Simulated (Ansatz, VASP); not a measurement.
# Al2BN3: VASP beside Ansatz

```
Al B N
1.0
     2.79675    0.00000    0.00000
     0.00000    2.79675    0.00000
     0.00000    0.00000    7.64728
Al B N
2 1 3
Direct
  0.50000 0.50000 0.72940
  0.50000 0.50000 0.27060
  0.00000 0.00000 0.00000
  0.00000 0.00000 0.81614
  0.00000 0.00000 0.18386
  0.50000 0.50000 0.50000
```

Change from the starting cell: species swapped into the Er2Mg3Ru type (P4/mmm, No. 123).

Alike in both runs: task relaxation of cell and atoms; functional PBE; k mesh 14 × 14 × 6; occupations gaussian, width 0.1 eV; no spin polarisation.

```csv
,VASP,Ansatz
version,VASP 6.6.1,Ansatz 0.2.0
potentials or method,"VASP PAW PBE potentials, release 64 (Al, B, N), cutoff 600 eV","scalar-relativistic, plane waves, PAW"
valence electrons in the cell,24,24
```

```tsv
	VASP	Ansatz	Ansatz less VASP
gap on the k mesh at the Fermi level, each at its own relaxed structure (eV)	none	none	-
relaxed volume (Å³/atom)	9.83	9.86	+0.035
relaxed length of the cell vector where the two differ most in proportion (Å)	2.776	2.782	+0.0054
```

A gap of «none» marks a metal or a gap that the smearing closes.
